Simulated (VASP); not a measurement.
## GaN: single point with PBEsol

GaN:

```xyz
4
Lattice="3.1800 0.0000 0.0000 -1.5900 2.7540 0.0000 0.0000 0.0000 5.1660" Properties=species:S:1:pos:R:3 pbc="T T T"
Ga    0.0000    1.8360    0.0000
Ga    1.5900    0.9180    2.5830
N     0.0000    1.8360    1.9373
N     1.5900    0.9180    4.5203
```

* Program: VASP 6.6.1
* Task: single point
* Functional: PBEsol
* Potentials or basis: VASP PAW PBE potentials, release 64 (Ga_d, N)
* Cutoff: 600 eV
* k mesh: 5 × 5 × 3
* Occupations: gaussian, width 0.01 eV
* Spin: no spin polarisation
* Dipole correction: no
* Further INCAR settings: ALGO = Normal; EDIFF = 1e-06; NBANDS = 26

* Pressure: 0.7 GPa
* Largest force: 0.130 eV/Å
* Band gap on the k mesh: 1.92 eV

Forces in eV/Å, atoms in the order of the input:
```
Ga   0.000  0.000 -0.130
Ga   0.000  0.000 -0.130
N    0.000  0.000  0.130
N    0.000  0.000  0.130
```

Stress tensor (GPa, compression positive):
```
0.01 0.00 0.00
0.00 0.01 0.00
0.00 0.00 1.99
```

Levels at points of the mesh, in eV from the valence-band top:
| k point | band 16 | band 17 | band 18 | band 19 | band 20 | band 21 |
| --- | --- | --- | --- | --- | --- | --- |
| (0.00, 0.00, 0.00) | -0.06 | 0.00 | 0.00 | 1.92 | 4.22 | 9.15 |

Run time: 48 s on 1 thread of AMD EPYC 7571, with other jobs on the host, peak memory 0.14 GiB.

Caveat: the k points lie up to 0.46 Å⁻¹ apart; the PAW data sets were made with another functional, which shifts forces and pressure a little. A hybrid or GW would open this gap; PBEsol tends to underestimate it.
